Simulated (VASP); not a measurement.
# Cr (Im-3m) in VASP: a series of runs

The runs below take Cr through single point, with PBE.

All numbers are computed with VASP 6.6.1; they aren't measurements. Logs are shortened: lines on timing, memory, paths and dates and some standing lists are left out, and cuts for length are marked.

**1. The cell of the first run**

The structure is cubic, space group Im-3m (No. 229). Conventional cell: a = 2.849 Å, b = 2.849 Å, c = 2.849 Å, α = 90.00°, β = 90.00°, γ = 90.00°. Within 3.3 Å of Cr (site symmetry m-3m) lie 14 Cr at 2.47 to 2.85 Å.

**2. Single point, PBE**

INCAR reads:

```
SYSTEM = Cr
PREC     = Accurate       ! precision mode
ENCUT    = 500            ! plane-wave cutoff, eV
EDIFF    = 1E-6           ! SCF threshold, eV
ISMEAR   = 0              ! smearing method
SIGMA    = 0.1            ! smearing width, eV
LREAL    = .FALSE.        ! projectors in reciprocal space
LASPH    = .TRUE.         ! aspherical terms in the spheres
NELM     = 120            ! most SCF steps
ALGO     = Normal         ! electronic algorithm
ISIF     = 2              ! what is computed and relaxed
LWAVE    = .FALSE.        ! write WAVECAR
LCHARG   = .FALSE.        ! write CHGCAR
GGA      = PE             ! functional
NBANDS   = 12             ! bands
GGA_COMPAT= .FALSE.
```

KPOINTS reads:

```
regular mesh
0
G
  10 10 10
  0 0 0
```

POSCAR reads:

```
Cr
1.0
   -1.4244740882      1.4244740882      1.4244740882
    1.4244740882     -1.4244740882      1.4244740882
    1.4244740882      1.4244740882     -1.4244740882
Cr
1
Direct
    0.0000000000      0.0000000000      0.0000000000
```

Potentials or basis: VASP PAW PBE potentials, release 64 (Cr_pv).

Command:

```console
$ cat potpaw_PBE.64/Cr_pv/POTCAR > POTCAR
$ mpirun -np 1 vasp_std > vasp.out
```

OUTCAR:

```text
SYSTEM = Cr
   PREC = Accurate
   ENCUT = 500
   EDIFF = 1E-6
   ISMEAR = 0
   LREAL = .FALSE.
   LASPH = .TRUE.
   NELM = 120
   ISIF = 2
   GGA = PE

 ion  position               nearest neighbor table
   1  0.000  0.000  0.000-

  LATTYP: Found a body centered cubic cell.
 ALAT       =     2.8489481764

  Lattice vectors:

 A1 = (  -1.4244740882,   1.4244740882,   1.4244740882)
 A2 = (   1.4244740882,  -1.4244740882,   1.4244740882)
 A3 = (   1.4244740882,   1.4244740882,  -1.4244740882)

Analysis of symmetry for initial positions (statically):
=====================================================================
 Subroutine PRICEL returns:
 Original cell was already a primitive cell.

 Routine SETGRP: Setting up the symmetry group for a
 body centered cubic supercell.

 Subroutine GETGRP returns: Found 48 space group operations
 (whereof 48 operations were pure point group operations)
 out of a pool of 48 trial point group operations.

The static configuration has the point symmetry O_h .

Analysis of symmetry for dynamics (positions and initial velocities):
=====================================================================
 Subroutine PRICEL returns:
 Original cell was already a primitive cell.

 Routine SETGRP: Setting up the symmetry group for a
 body centered cubic supercell.

 Subroutine GETGRP returns: Found 48 space group operations
 (whereof 48 operations were pure point group operations)
 out of a pool of 48 trial point group operations.

The dynamic configuration has the point symmetry O_h .

 Subroutine INISYM returns: Found 48 space group operations
 (whereof 48 operations are pure point group operations),
 and found     1 'primitive' translations

----------------------------------------------------------------------------------------

                                     Primitive cell

  volume of cell :      11.5618

  direct lattice vectors                    reciprocal lattice vectors
    -1.424474088  1.424474088  1.424474088     0.000000000  0.351006736  0.351006736
     1.424474088 -1.424474088  1.424474088     0.351006736  0.000000000  0.351006736
     1.424474088  1.424474088 -1.424474088     0.351006736  0.351006736  0.000000000

  length of vectors
     2.467261495  2.467261495  2.467261495     0.496398486  0.496398486  0.496398486

  position of ions in fractional coordinates (direct lattice)
     0.000000000  0.000000000  0.000000000

  ion indices of the primitive-cell ions
   primitive index   ion index
                 1           1

----------------------------------------------------------------------------------------

 KPOINTS: regular mesh

Automatic generation of k-mesh.
 Grid dimensions read from file:
 generate k-points for:   10   10   10

 Generating k-lattice:

  Cartesian coordinates                     Fractional coordinates (reciprocal lattice)
     0.000000000  0.035100674  0.035100674     0.100000000  0.000000000  0.000000000
     0.035100674  0.000000000  0.035100674     0.000000000  0.100000000  0.000000000
     0.035100674  0.035100674  0.000000000     0.000000000  0.000000000  0.100000000

  Length of vectors
     0.049639849  0.049639849  0.049639849

  Shift w.r.t. Gamma in fractional coordinates (k-lattice)
     0.000000000  0.000000000  0.000000000

 Subroutine IBZKPT returns following result:
 ===========================================

 Found     47 irreducible k-points:

 Following reciprocal coordinates:
            Coordinates               Weight
  0.000000  0.000000  0.000000      1.000000
  0.100000  0.000000  0.000000     12.000000
  0.200000  0.000000  0.000000     12.000000
  0.300000  0.000000  0.000000     12.000000
  0.400000  0.000000  0.000000     12.000000
  0.500000  0.000000  0.000000      6.000000
[... 16 lines left out ...]
  0.300000  0.300000  0.100000      8.000000
 -0.300000  0.300000  0.100000     24.000000
 [... further k-points ...]
   k-points           NKPTS =     47   k-points in BZ     NKDIM =     47   number of bands    NBANDS=     12
   number of dos      NEDOS =    301   number of ions     NIONS =      1
   total plane-waves  NPLWV =   5832
   dimension x,y,z NGX =    18 NGY =   18 NGZ =   18
   dimension x,y,z NGXF=    36 NGYF=   36 NGZF=   36
   ions per type =               1
   NGX,Y,Z   is equivalent  to a cutoff of  12.13, 12.13, 12.13 a.u.
   NGXF,Y,Z  is equivalent  to a cutoff of  24.26, 24.26, 24.26 a.u.
 SYSTEM =  Cr
   PREC   = accura    normal or accurate (medium, high low for compatibility)
   ISTART =      0    job   : 0-new  1-cont  2-samecut
   ICHARG =      2    charge: 1-file 2-atom 10-const
   ISPIN  =      1    spin polarized calculation?
   LNONCOLLINEAR =      F non collinear calculations
   LSORBIT =      F    spin-orbit coupling
   LASPH  =      T    aspherical Exc in radial PAW
   ENCUT  =  500.0 eV  36.75 Ry    6.06 a.u.   4.50  4.50  4.50*2*pi/ulx,y,z
   NELM   =    120;   NELMIN=  2; NELMDL= -5     # of ELM steps
   EDIFF  = 0.1E-05   stopping-criterion for ELM
   LREAL  =      F    real-space projection
   EDIFFG = 0.1E-04   stopping-criterion for IOM
   NSW    =      0    number of steps for IOM
   IBRION =     -1    ionic relax: 0-MD 1-quasi-New 2-CG
   NFREE  =      0    steps in history (QN), initial steepest desc. (CG)
   ISIF   =      2    stress and relaxation
   ISYM   =      2    0-nonsym 1-usesym 2-fastsym
   POTIM  = 0.5000    time-step for ionic-motion
   TEBEG  =    0.0;   TEEND  =   0.0 temperature during run
   PSTRESS=    0.0 pullay stress
   NELECT =      12.0000    total number of electrons
   NUPDOWN=      -1.0000    fix difference up-down
   EMIN   =  10.00;   EMAX   =-10.00  energy-range for DOS
   EFERMI =   0.00;   METHOD = LEGACY
   ISMEAR =     0;   SIGMA  =   0.10  broadening in eV -4-tet -1-fermi 0-gaus
   EFERMI_NEDOS =   21; number of points for ismear=-14 and -15
   IALGO  =     38    algorithm
   IMIX   =      4    mixing-type and parameters
     AMIX     =   0.40;   BMIX     =  1.00
     AMIX_MAG =   1.60;   BMIX_MAG =  1.00
  volume/ion in A,a.u.               =      11.56        78.02
  Fermi-wavevector in a.u.,A,eV,Ry     =   1.657527  3.132272 37.380603  2.747397
  Thomas-Fermi vector in A             =   2.745265
   LORBIT       =      0    0 simple, 1 ext, 2 COOP (PROOUT), +10 PAW based schemes
   GGA     = PE    functional components
   LHFCALC =     F    Hartree Fock is set to
   AEXX    =    0.0000 exact exchange contribution
   IVDW    =     0    specifies the selected vdW correction
   LEPSILON=     F    determine dielectric tensor
   LRPA    =     F    only Hartree local field effects (RPA)
 non-spin polarized calculation
 Gauss-broadening in eV      SIGMA  =   0.10
  energy-cutoff  :      500.00
  volume of cell :       11.56
 maximum number of plane-waves:       321
 NGX is ok and might be reduce to    18
   NGX =  9   NGY =  9   NGZ =  9

 number of electron      11.9999993 magnetization

 Free energy of the ion-electron system (eV)
  ---------------------------------------------------
  ext. energy  EPLUGINS =         0.00000000
  ---------------------------------------------------
  free energy    TOTEN  =        -9.50875665 eV

  energy without entropy =       -9.50402117  energy(sigma->0) =       -9.50638891

 E-fermi :  10.9918     XC(G=0): -13.6717

 val. band max:       10.9352607248   @ k =   0.1000   0.1000   0.0000
 cond. band min:      11.0012862425   @ k =   0.4000   0.0000   0.0000
 fundamental gap:      0.0660255177
 Fermi energy:        10.9917546661

 k-point     1 :       0.0000    0.0000    0.0000
  band No.  band energies     occupation
      1     -31.7955      2.00000
      2     -31.7955      2.00000
      3     -31.7955      2.00000
      4       3.1048      2.00000
      5      10.0295      2.00000
      6      10.0295      2.00000
      7      10.0295      2.00000
      8      12.0787      0.00000
      9      12.0787      0.00000
     10      18.0289      0.00000
     11      33.2563      0.00000
     12      33.2563      0.00000

 k-point     2 :       0.1000    0.0000    0.0000
  band No.  band energies     occupation
      1     -31.8861      2.00000
      2     -31.8233      2.00000
      3     -31.7960      2.00000
      4       3.5378      2.00000
      5       9.8648      2.00000
      6       9.9934      2.00000
      7      10.3229      2.00000
      8      11.9100      0.00000
      9      12.0916      0.00000
     10      18.0289      0.00000
     11      32.2437      0.00000
     12      33.0700      0.00000

 k-point     3 :       0.2000    0.0000    0.0000
  band No.  band energies     occupation
      1     -32.1199      2.00000
      2     -31.8958      2.00000
      3     -31.7974      2.00000
      4       4.7014      2.00000
      5       9.4535      2.00000
      6       9.8024      2.00000
      7      11.1385      0.03798
      8      11.7248      0.00000
      9      12.1432      0.00000
     10      18.0286      0.00000
     11      29.5323      0.00000
     12      31.8868      0.00000
[... 286 lines left out ...]
 k-point    23 :       0.3000    0.3000    0.1000
  band No.  band energies     occupation
      1     -32.3688      2.00000
      2     -32.3688      2.00000
      3     -31.9870      2.00000
      4       8.0331      2.00000
      5       8.8854      2.00000
      6       8.8854      2.00000
      7      12.4055      0.00000
      8      12.4055      0.00000
      9      18.0218      0.00000
     10      19.8574      0.00000
     11      19.8574      0.00000
     12      22.3093      0.00000

 k-point    24 :      -0.3000    0.3000    0.1000
  band No.  band energies     occupation
      1     -32.3884      2.00000
      2     -32.0158      2.00000
      3     -31.8656      2.00000
      4       6.3416      2.00000
      5       9.2846      2.00000
      6       9.5750      2.00000
      7      11.3647      0.00000
      8      12.1958      0.00000
      9      12.7292      0.00000
     10      18.0279      0.00000
     11      26.1631      0.00000
     12      29.9487      0.00000

 [... further k-points ...]

------------------------ aborting loop because EDIFF is reached ----------------------------------------

  FORCE on cell =-STRESS in cart. coord.  units (eV):
  Direction    XX          YY          ZZ          XY          YZ          ZX
  --------------------------------------------------------------------------------------
  -------------------------------------------------------------------------------------
  Total       -0.0325619     -0.0325619     -0.0325619      0.0000000      0.0000000      0.0000000
  in kB       -4.5122884     -4.5122884     -4.5122884      0.0000000      0.0000000      0.0000000
  external PRESSURE =      -4.5122884 kB  Pullay stress =       0.0000000 kB

 VOLUME and BASIS-vectors are now :
 -----------------------------------------------------------------------------
  energy-cutoff  :      500.00
  volume of cell :       11.56
      direct lattice vectors                 reciprocal lattice vectors
    -1.424474088  1.424474088  1.424474088     0.000000000  0.351006736  0.351006736
     1.424474088 -1.424474088  1.424474088     0.351006736  0.000000000  0.351006736
     1.424474088  1.424474088 -1.424474088     0.351006736  0.351006736  0.000000000

 POSITION                                       TOTAL-FORCE (eV/Angst)
 -----------------------------------------------------------------------------------
      0.00000      0.00000      0.00000         0.000000     -0.000000      0.000000
 -----------------------------------------------------------------------------------
    total drift:                                0.000000      0.000000      0.000000

  FREE ENERGIE OF THE ION-ELECTRON SYSTEM (eV)
  ---------------------------------------------------
  free  energy   TOTEN  =        -9.5087566519 eV

  energy  without entropy=       -9.5040211710  energy(sigma->0) =       -9.50638891
```

Wall time 5.1 s (1 thread of Intel Xeon 6975P-C (Granite Rapids), shared host); peak memory 0.11 GiB.

Results:

* Free energy: -9.5088 eV
* Pressure: -0.5 GPa
* Band gap on the k mesh: zero (bands 6 and 7 overlap by 3.34 eV)

Caveat: an empty level that is flat over the whole mesh can mark a ghost state of the potentials, or a narrow d or f band; the run has no spin polarisation, though such a crystal can be magnetic. Spin polarisation is off, so any magnetic state and its effect on volume and gap are missing.

**3. Single point, PBE**

INCAR reads:

```
SYSTEM = Cr
PREC = Accurate
ENCUT = 500
EDIFF = 1E-6
ISMEAR = 0
SIGMA = 0.1
LREAL = .FALSE.
LASPH = .TRUE.
NELM = 120
ALGO = Normal
ISIF = 2
LWAVE = .FALSE.
LCHARG = .TRUE.
GGA = PE
LELF = .TRUE.
LVHAR = .TRUE.
NBANDS = 12
GGA_COMPAT = .FALSE.
```

KPOINTS reads:

```
Automatic mesh
0
G
  20 20 20
  0 0 0
```

POSCAR reads:

```
Cr
1.0
   -1.4238877279      1.4238877279      1.4238877279
    1.4238877279     -1.4238877279      1.4238877279
    1.4238877279      1.4238877279     -1.4238877279
Cr
1
Direct
    0.0000000000      0.0000000000      0.0000000000
```

Potentials or basis: VASP PAW PBE potentials, release 64 (Cr_pv).

Command:

```console
$ cat potpaw_PBE.64/Cr_pv/POTCAR > POTCAR
$ mpirun -np 1 vasp_std > vasp.out
```

OUTCAR:

```text
SYSTEM = Cr
   PREC = Accurate
   ENCUT = 500
   EDIFF = 1E-6
   ISMEAR = 0
   LREAL = .FALSE.
   LASPH = .TRUE.
   NELM = 120
   ISIF = 2
   GGA = PE

 ion  position               nearest neighbor table
   1  0.000  0.000  0.000-

  LATTYP: Found a body centered cubic cell.
 ALAT       =     2.8477754558

  Lattice vectors:

 A1 = (  -1.4238877279,   1.4238877279,   1.4238877279)
 A2 = (   1.4238877279,  -1.4238877279,   1.4238877279)
 A3 = (   1.4238877279,   1.4238877279,  -1.4238877279)

Analysis of symmetry for initial positions (statically):
=====================================================================
 Subroutine PRICEL returns:
 Original cell was already a primitive cell.

 Routine SETGRP: Setting up the symmetry group for a
 body centered cubic supercell.

 Subroutine GETGRP returns: Found 48 space group operations
 (whereof 48 operations were pure point group operations)
 out of a pool of 48 trial point group operations.

The static configuration has the point symmetry O_h .

Analysis of symmetry for dynamics (positions and initial velocities):
=====================================================================
 Subroutine PRICEL returns:
 Original cell was already a primitive cell.

 Routine SETGRP: Setting up the symmetry group for a
 body centered cubic supercell.

 Subroutine GETGRP returns: Found 48 space group operations
 (whereof 48 operations were pure point group operations)
 out of a pool of 48 trial point group operations.

The dynamic configuration has the point symmetry O_h .

 Subroutine INISYM returns: Found 48 space group operations
 (whereof 48 operations are pure point group operations),
 and found     1 'primitive' translations

----------------------------------------------------------------------------------------

                                     Primitive cell

[... 113 lines left out ...]
   GGA     = PE    functional components
   LHFCALC =     F    Hartree Fock is set to
   AEXX    =    0.0000 exact exchange contribution
   IVDW    =     0    specifies the selected vdW correction
   LEPSILON=     F    determine dielectric tensor
   LRPA    =     F    only Hartree local field effects (RPA)
 non-spin polarized calculation
 Gauss-broadening in eV      SIGMA  =   0.10
  energy-cutoff  :      500.00
  volume of cell :       11.55
 maximum number of plane-waves:       321
 NGX is ok and might be reduce to    18
   NGX =  9   NGY =  9   NGZ =  9

 number of electron      11.9999994 magnetization

 Free energy of the ion-electron system (eV)
  ---------------------------------------------------
  ext. energy  EPLUGINS =         0.00000000
  ---------------------------------------------------
  free energy    TOTEN  =        -9.51855448 eV

  energy without entropy =       -9.51511445  energy(sigma->0) =       -9.51683446

 E-fermi :  10.9953     XC(G=0): -13.6758

 val. band max:       10.9890860969   @ k =   0.4500   0.1000   0.0000
 cond. band min:      11.0054727836   @ k =  -0.1500   0.2000   0.1000
 fundamental gap:      0.0163866867
 Fermi energy:        10.9953203388

 k-point     1 :       0.0000    0.0000    0.0000
  band No.  band energies     occupation
      1     -31.7483      2.00000
      2     -31.7483      2.00000
      3     -31.7483      2.00000
      4       3.1189      2.00000
      5      10.0657      2.00000
      6      10.0657      2.00000
      7      10.0657      2.00000
      8      12.1204      0.00000
      9      12.1204      0.00000
     10      18.0842      0.00000
     11      33.2814      0.00000
     12      33.2814      0.00000
[... 331 lines left out ...]
 k-point    24 :       0.2500    0.1000   -0.0000
  band No.  band energies     occupation
      1     -32.3667      2.00000
      2     -31.9476      2.00000
      3     -31.7829      2.00000
      4       6.3096      2.00000
      5       9.0172      2.00000
      6       9.5378      2.00000
      7      11.7442      0.00000
      8      12.3987      0.00000
      9      12.7345      0.00000
     10      18.0831      0.00000
     11      26.0611      0.00000
     12      29.1720      0.00000

 [... further k-points ...]

------------------------ aborting loop because EDIFF is reached ----------------------------------------

  FORCE on cell =-STRESS in cart. coord.  units (eV):
  Direction    XX          YY          ZZ          XY          YZ          ZX
  --------------------------------------------------------------------------------------
  -------------------------------------------------------------------------------------
  Total       -0.0915353     -0.0915353     -0.0915353      0.0000000     -0.0000000      0.0000000
  in kB      -12.7002396    -12.7002396    -12.7002396      0.0000000     -0.0000000      0.0000000
  external PRESSURE =     -12.7002396 kB  Pullay stress =       0.0000000 kB

 VOLUME and BASIS-vectors are now :
 -----------------------------------------------------------------------------
  energy-cutoff  :      500.00
  volume of cell :       11.55
      direct lattice vectors                 reciprocal lattice vectors
    -1.423887728  1.423887728  1.423887728     0.000000000  0.351151281  0.351151281
     1.423887728 -1.423887728  1.423887728     0.351151281  0.000000000  0.351151281
     1.423887728  1.423887728 -1.423887728     0.351151281  0.351151281  0.000000000

 POSITION                                       TOTAL-FORCE (eV/Angst)
 -----------------------------------------------------------------------------------
      0.00000      0.00000      0.00000         0.000000      0.000000      0.000000
 -----------------------------------------------------------------------------------
    total drift:                                0.000000      0.000000      0.000000

  FREE ENERGIE OF THE ION-ELECTRON SYSTEM (eV)
  ---------------------------------------------------
  free  energy   TOTEN  =        -9.5185544776 eV

  energy  without entropy=       -9.5151144523  energy(sigma->0) =       -9.51683446
```

stdout:

```text
POSCAR found type information on POSCAR Cr
 POSCAR found :  1 types and       1 ions
 scaLAPACK will be used
 LDA part: xc-table for (Slater+PW92), standard interpolation
 POSCAR, INCAR and KPOINTS ok, starting setup
 FFT: planning ... GRIDC
 FFT: planning ... GRID_SOFT
 FFT: planning ... GRID
 WAVECAR not read
 entering main loop
```

Wall time 13 s (1 thread of Intel Xeon 6975P-C (Granite Rapids), shared host); peak memory 0.13 GiB.

Results:

- Free energy: -9.5186 eV
- Pressure: -1.3 GPa
- Band gap on the k mesh: zero (bands 6 and 7 overlap by 3.36 eV)

Caveat: an empty level that is flat over the whole mesh can mark a ghost state of the potentials, or a narrow d or f band; the run has no spin polarisation, though such a crystal can be magnetic.
